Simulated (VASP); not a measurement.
# CdS (Hawleyite) (F-43m) in VASP: notebook

The runs below take CdS (Hawleyite) through single point, with PBE+D3(BJ).

Program: VASP 6.6.1. These are calculated values, not measurements. Logs are shortened: lines on timing, memory, paths and dates and some standing lists are left out, and cuts for length are marked.

### Step 1. The cell of the first run

The structure is cubic, space group F-43m (No. 216). Conventional cell: a = 5.714 Å, b = 5.714 Å, c = 5.714 Å, α = 90.00°, β = 90.00°, γ = 90.00°. Within 3.3 Å of Cd (site symmetry -43m) lie 4 S at 2.47 Å. Within 3.3 Å of S (site symmetry -43m) lie 4 Cd at 2.47 Å.

### Step 2. Single point, PBE+D3(BJ), non-collinear spin, zero start, spin-orbit coupling

The input, INCAR:

```
SYSTEM = CdS
PREC = Accurate ; ENCUT = 520
EDIFF = 1E-6 ; ISMEAR = -1
SIGMA = 0.1 ; LREAL = .False.
LASPH = .True. ; NELM = 150
ALGO = Normal ; ISIF = 2
LWAVE = .False. ; LCHARG = .True.
LNONCOLLINEAR = .True. ; MAGMOM = 0 0 0 0 0 0
LORBIT = 11 ; LSORBIT = .True.
GGA_COMPAT = .False. ; LORBMOM = .True.
GGA = PE ; IVDW = 12
LVHAR = .True. ; NBANDS = 30
```

The input, KPOINTS:

```
regular mesh
0
Gamma
  8 8 8
  0 0 0
```

The input, POSCAR:

```
CdS
1.0
    0.0000000000      2.8569628861      2.8569628861
    2.8569628861      0.0000000000      2.8569628861
    2.8569628861      2.8569628861      0.0000000000
Cd S
1 1
Direct
    0.0000000000      0.0000000000      0.0000000000
    0.7500000000      0.7500000000      0.7500000000
```

Potentials or basis: VASP PAW PBE potentials, release 64 (Cd, S).

On the command line:

```sh
$ cat potpaw_PBE.64/Cd/POTCAR potpaw_PBE.64/S/POTCAR > POTCAR
$ mpirun -np 1 vasp_ncl > vasp.out
```

OUTCAR:

```text
SYSTEM = CdS
   PREC = Accurate
   ENCUT = 520
   EDIFF = 1E-6
   ISMEAR = -1
   LREAL = .False.
   LASPH = .True.
   NELM = 150
   ISIF = 2
   LNONCOLLINEAR = .True.
   LORBIT = 11
   LSORBIT = .True.
   GGA = PE
   IVDW = 12
 IVDW          = 12

 ion  position               nearest neighbor table
   1  0.000  0.000  0.000-   2 2.47   2 2.47   2 2.47   2 2.47
   2  0.750  0.750  0.750-   1 2.47   1 2.47   1 2.47   1 2.47

  LATTYP: Found a face centered cubic cell.
 ALAT       =     5.7139257722

  Lattice vectors:

 A1 = (   0.0000000000,   2.8569628861,   2.8569628861)
 A2 = (   2.8569628861,   0.0000000000,   2.8569628861)
 A3 = (   2.8569628861,   2.8569628861,   0.0000000000)

Analysis of symmetry for initial positions (statically):
=====================================================================
 Subroutine PRICEL returns:
 Original cell was already a primitive cell.

 Routine SETGRP: Setting up the symmetry group for a
 face centered cubic supercell.

 Subroutine GETGRP returns: Found 24 space group operations
 (whereof 24 operations were pure point group operations)
 out of a pool of 48 trial point group operations.

The static configuration has the point symmetry T_d .

Analysis of symmetry for dynamics (positions and initial velocities):
=====================================================================
 Subroutine PRICEL returns:
 Original cell was already a primitive cell.

 Routine SETGRP: Setting up the symmetry group for a
 face centered cubic supercell.

 Subroutine GETGRP returns: Found 24 space group operations
 (whereof 24 operations were pure point group operations)
 out of a pool of 48 trial point group operations.

The dynamic configuration has the point symmetry T_d .

Analysis of structural, dynamic, and magnetic symmetry:
=====================================================================
 Subroutine PRICEL returns:
 Original cell was already a primitive cell.

 Routine SETGRP: Setting up the symmetry group for a
 face centered cubic supercell.

 Subroutine GETGRP returns: Found 24 space group operations
 (whereof 24 operations were pure point group operations)
 out of a pool of 48 trial point group operations.

The overall configuration has the point symmetry T_d .

 Subroutine INISYM returns: Found 24 space group operations
 (whereof 24 operations are pure point group operations),
 and found     1 'primitive' translations

----------------------------------------------------------------------------------------

                                     Primitive cell

  volume of cell :      46.6384

  direct lattice vectors                    reciprocal lattice vectors
     0.000000000  2.856962886  2.856962886    -0.175011024  0.175011024  0.175011024
     2.856962886  0.000000000  2.856962886     0.175011024 -0.175011024  0.175011024
     2.856962886  2.856962886  0.000000000     0.175011024  0.175011024 -0.175011024

  length of vectors
     4.040355661  4.040355661  4.040355661     0.303127985  0.303127985  0.303127985

  position of ions in fractional coordinates (direct lattice)
     0.000000000  0.000000000  0.000000000
     0.750000000  0.750000000  0.750000000

  ion indices of the primitive-cell ions
   primitive index   ion index
                 1           1
                 2           2

----------------------------------------------------------------------------------------

 KPOINTS: regular mesh

Automatic generation of k-mesh.
 Grid dimensions read from file:
 generate k-points for:    8    8    8

 Generating k-lattice:

  Cartesian coordinates                     Fractional coordinates (reciprocal lattice)
    -0.021876378  0.021876378  0.021876378     0.125000000  0.000000000  0.000000000
     0.021876378 -0.021876378  0.021876378     0.000000000  0.125000000  0.000000000
     0.021876378  0.021876378 -0.021876378     0.000000000  0.000000000  0.125000000

  Length of vectors
     0.037890998  0.037890998  0.037890998

  Shift w.r.t. Gamma in fractional coordinates (k-lattice)
     0.000000000  0.000000000  0.000000000

 Subroutine IBZKPT returns following result:
 ===========================================

 Found     43 irreducible k-points:

 Following reciprocal coordinates:
            Coordinates               Weight
  0.000000  0.000000  0.000000      1.000000
  0.125000  0.000000  0.000000      4.000000
 -0.125000  0.000000  0.000000      4.000000
  0.250000  0.000000  0.000000      4.000000
 -0.250000  0.000000  0.000000      4.000000
  0.375000  0.000000  0.000000      4.000000
[... 16 lines left out ...]
 -0.375000 -0.250000  0.000000     12.000000
  0.500000  0.250000  0.000000     12.000000
[... 28 lines left out ...]
   TEBEG  =    0.0;   TEEND  =   0.0 temperature during run
   PSTRESS=    0.0 pullay stress
   NELECT =      18.0000    total number of electrons
   NUPDOWN=      -1.0000    fix difference up-down
   EMIN   =  10.00;   EMAX   =-10.00  energy-range for DOS
   EFERMI =   0.00;   METHOD = LEGACY
   ISMEAR =    -1;   SIGMA  =   0.10  broadening in eV -4-tet -1-fermi 0-gaus
   EFERMI_NEDOS =   21; number of points for ismear=-14 and -15
   IALGO  =     38    algorithm
   IMIX   =      4    mixing-type and parameters
     AMIX     =   0.40;   BMIX     =  1.00
     AMIX_MAG =   1.60;   BMIX_MAG =  1.00
  volume/ion in A,a.u.               =      23.32       157.37
  Fermi-wavevector in a.u.,A,eV,Ry     =   1.191931  2.252423 19.329786  1.420699
  Thomas-Fermi vector in A             =   2.327981
   LORBIT       =     11    0 simple, 1 ext, 2 COOP (PROOUT), +10 PAW based schemes
   GGA     = PE    functional components
   LHFCALC =     F    Hartree Fock is set to
   AEXX    =    0.0000 exact exchange contribution
   IVDW    =    12    specifies the selected vdW correction
   LEPSILON=     F    determine dielectric tensor
   LRPA    =     F    only Hartree local field effects (RPA)
  energy-cutoff  :      520.00
  volume of cell :       46.64
 maximum number of plane-waves:      2566
   NGX = 15   NGY = 15   NGZ = 15

 number of electron      18.0000004 magnetization      -0.0000000     -0.0000000     -0.0000000

 number of electron      18.0000004 magnetization       0.0000000      0.0000000      0.0000000

 number of electron      18.0000004 magnetization       0.0000000      0.0000000     -0.0000000

 number of electron      18.0000004 magnetization      -0.0000000     -0.0000000      0.0000000

 Free energy of the ion-electron system (eV)
  ---------------------------------------------------
  ext. energy  EPLUGINS =         0.00000000
  ---------------------------------------------------
  free energy    TOTEN  =        -6.04936211 eV

  energy without entropy =       -6.04933023  energy(sigma->0) =       -6.04934617

 E-fermi :   2.6234     XC(G=0):  -9.4439

 val. band max:        1.8824149900   @ k =   0.0000   0.0000   0.0000
 cond. band min:       3.1515523262   @ k =   0.0000   0.0000   0.0000
 fundamental gap:      1.2691373362
 Fermi energy:         2.6234430726

 k-point     1 :       0.0000    0.0000    0.0000
  band No.  band energies     occupation
      1     -10.9045      1.00000
      2     -10.9045      1.00000
      3      -6.3538      1.00000
      4      -6.3538      1.00000
      5      -6.3538      1.00000
      6      -6.3538      1.00000
[... 781 lines left out ...]
     29      14.6497      0.00000
     30      14.6594      0.00000

 [... further k-points ...]

------------------------ aborting loop because EDIFF is reached ----------------------------------------

 Edisp (eV)   -0.65740

 E8    (eV) :    -0.2686

  FORCE on cell =-STRESS in cart. coord.  units (eV):
  Direction    XX          YY          ZZ          XY          YZ          ZX
  --------------------------------------------------------------------------------------
  -------------------------------------------------------------------------------------
  Total       1.57681     1.57681     1.57681     0.00000     0.00000    -0.00000
  in kB      54.16828    54.16828    54.16828     0.00000     0.00000    -0.00000
  external pressure =       54.17 kB  Pullay stress =        0.00 kB

 VOLUME and BASIS-vectors are now :
 -----------------------------------------------------------------------------
  energy-cutoff  :      520.00
  volume of cell :       46.64
      direct lattice vectors                 reciprocal lattice vectors
     0.000000000  2.856962886  2.856962886    -0.175011024  0.175011024  0.175011024
     2.856962886  0.000000000  2.856962886     0.175011024 -0.175011024  0.175011024
     2.856962886  2.856962886  0.000000000     0.175011024  0.175011024 -0.175011024

 POSITION                                       TOTAL-FORCE (eV/Angst)
 -----------------------------------------------------------------------------------
      0.00000      0.00000      0.00000        -0.000000      0.000000     -0.000000
      4.28544      4.28544      4.28544         0.000000     -0.000000      0.000000
 -----------------------------------------------------------------------------------
    total drift:                                0.000000      0.000000      0.000000

  FREE ENERGIE OF THE ION-ELECTRON SYSTEM (eV)
  ---------------------------------------------------
  free  energy   TOTEN  =        -6.7067639566 eV

  energy  without entropy=       -6.7067320739  energy(sigma->0) =       -6.70674802

 orbital moment (x)

 # of ion     p       d       tot
 ----------------------------------------
  1         0.000   0.000   0.000
  2         0.000   0.000   0.000
 ----------------------------------------
            0.000   0.000   0.000

 orbital moment (y)

 # of ion     p       d       tot
 ----------------------------------------
  1        -0.000  -0.000  -0.000
  2        -0.000   0.000  -0.000
 ----------------------------------------
           -0.000  -0.000  -0.000

 orbital moment (z)

 # of ion     p       d       tot
 ----------------------------------------
  1         0.000   0.000   0.000
  2         0.000   0.000   0.000
 ----------------------------------------
            0.000   0.000   0.000

 Spin-Orbit-Coupling matrix elements

 Ion:    1  E_soc:     -0.0586957
 l=   1
     0.0000000    -0.0027137    -0.0027137
    -0.0027137     0.0000000    -0.0027137
    -0.0027137    -0.0027137     0.0000000
 l=   2
     0.0000000    -0.0014483     0.0000000    -0.0014483    -0.0056206
    -0.0014483     0.0000000    -0.0042155    -0.0014483    -0.0014052
     0.0000000    -0.0042155     0.0000000    -0.0042155     0.0000000
    -0.0014483    -0.0014483    -0.0042155     0.0000000    -0.0014052
    -0.0056206    -0.0014052     0.0000000    -0.0014052     0.0000000
 l=   3
     0.0000000     0.0000000     0.0000000     0.0000000     0.0000000     0.0000000     0.0000000
     0.0000000     0.0000000     0.0000000     0.0000000     0.0000000     0.0000000     0.0000000
     0.0000000     0.0000000     0.0000000     0.0000000     0.0000000     0.0000000     0.0000000
     0.0000000     0.0000000     0.0000000     0.0000000     0.0000000     0.0000000     0.0000000
     0.0000000     0.0000000     0.0000000     0.0000000     0.0000000     0.0000000     0.0000000
     0.0000000     0.0000000     0.0000000     0.0000000     0.0000000     0.0000000     0.0000000
     0.0000000     0.0000000     0.0000000     0.0000000     0.0000000     0.0000000     0.0000000

 Ion:    2  E_soc:     -0.0021042
 l=   1
     0.0000000    -0.0003507    -0.0003507
    -0.0003507     0.0000000    -0.0003507
    -0.0003507    -0.0003507     0.0000000
 l=   2
     0.0000000     0.0000000     0.0000000     0.0000000     0.0000000
     0.0000000     0.0000000     0.0000000     0.0000000     0.0000000
     0.0000000     0.0000000     0.0000000     0.0000000     0.0000000
     0.0000000     0.0000000     0.0000000     0.0000000     0.0000000
     0.0000000     0.0000000     0.0000000     0.0000000     0.0000000
 l=   3
     0.0000000     0.0000000     0.0000000     0.0000000     0.0000000     0.0000000     0.0000000
     0.0000000     0.0000000     0.0000000     0.0000000     0.0000000     0.0000000     0.0000000
     0.0000000     0.0000000     0.0000000     0.0000000     0.0000000     0.0000000     0.0000000
     0.0000000     0.0000000     0.0000000     0.0000000     0.0000000     0.0000000     0.0000000
     0.0000000     0.0000000     0.0000000     0.0000000     0.0000000     0.0000000     0.0000000
     0.0000000     0.0000000     0.0000000     0.0000000     0.0000000     0.0000000     0.0000000
     0.0000000     0.0000000     0.0000000     0.0000000     0.0000000     0.0000000     0.0000000

 total charge

# of ion       s       p       d       tot
------------------------------------------
    1        0.440   0.368   9.566  10.374
    2        1.321   2.433   0.000   3.754
--------------------------------------------------
tot          1.761   2.801   9.566  14.129

 magnetization (x)

# of ion       s       p       d       tot
------------------------------------------
    1        0.000   0.000   0.000   0.000
    2        0.000   0.000   0.000   0.000
--------------------------------------------------
tot          0.000   0.000   0.000   0.000

 magnetization (y)

# of ion       s       p       d       tot
------------------------------------------
    1        0.000  -0.000   0.000  -0.000
    2        0.000  -0.000   0.000  -0.000
--------------------------------------------------
tot          0.000  -0.000   0.000  -0.000

 magnetization (z)

# of ion       s       p       d       tot
------------------------------------------
    1       -0.000   0.000   0.000   0.000
    2       -0.000  -0.000   0.000  -0.000
--------------------------------------------------
tot         -0.000  -0.000   0.000  -0.000
```

Run time: 3.8 min. Hardware: 1 thread of Intel Xeon 8259CL, shared host; peak memory 0.33 GiB.

What came out:

```yaml
Free_energy: -6.7068 eV
Pressure: 5.4 GPa
Net_moment: 0.00 μB per cell
Valence_electrons_inside_the_program's_atomic_spheres: Cd 10.37; S 3.75
Dispersion_energy_per_atom: -0.329 eV
```

Moments on the atoms (μB; x, y, z):
```
Cd  0.00 0.00 0.00
S   0.00 0.00 0.00
```

### Step 3. Single point, PBE+D3(BJ), non-collinear spin, zero start, spin-orbit coupling

This run uses another cell than the first one, of 23.82 Å³/atom, 1.021 times its volume.

The input, INCAR:

```
PREC     = Accurate       # precision mode
ENCUT    = 520            # plane-wave cutoff, eV
EDIFF    = 1E-6           # SCF threshold, eV
ISMEAR   = -1             # smearing method
SIGMA    = 0.1            # smearing width, eV
LREAL    = F              # projectors in reciprocal space
LASPH    = T              # aspherical terms in the spheres
NELM     = 150            # most SCF steps
ALGO     = Normal         # electronic algorithm
ISIF     = 2              # what is computed and relaxed
LWAVE    = F              # write WAVECAR
LCHARG   = T              # write CHGCAR
MAGMOM   = 0 0 0 0 0 0    # initial moments
LORBIT   = 11             # projections on sites
LSORBIT  = T              # spin-orbit coupling
GGA_COMPAT= F            
LORBMOM  = T            
GGA      = PE             # functional
IVDW     = 12             # dispersion correction
LVHAR    = T            
NBANDS   = 30             # bands
```

The input, KPOINTS:

```
Automatic mesh
0
Gamma
  8 8 8
```

The input, POSCAR:

```
CdS
1.0
    0.0000000000      2.8770830059      2.8770830059
    2.8770830059      0.0000000000      2.8770830059
    2.8770830059      2.8770830059      0.0000000000
Cd S
1 1
Direct
    0.0000000000      0.0000000000      0.0000000000
    0.7500000000      0.7500000000      0.7500000000
```

Potentials or basis: VASP PAW PBE potentials, release 64 (Cd, S).

On the command line:

```sh
$ cat potpaw_PBE.64/Cd/POTCAR potpaw_PBE.64/S/POTCAR > POTCAR
$ mpirun -np 1 vasp_ncl > vasp.out
```

Wall time 3.9 min (1 thread of Intel Xeon 8259CL, shared host); peak memory 0.33 GiB.

The run converged. Its results:

- Free energy: -6.7353 eV
- Pressure: 3.7 GPa
- Net moment: 0.00 μB per cell
- Valence electrons inside the program's atomic spheres: Cd 10.36; S 3.75
- Dispersion energy per atom: -0.321 eV

Moments on the atoms (μB; x, y, z):
```
Cd  0.00 0.00 0.00
S   0.00 0.00 0.00
```

(Part 1 of 2 ends here.)
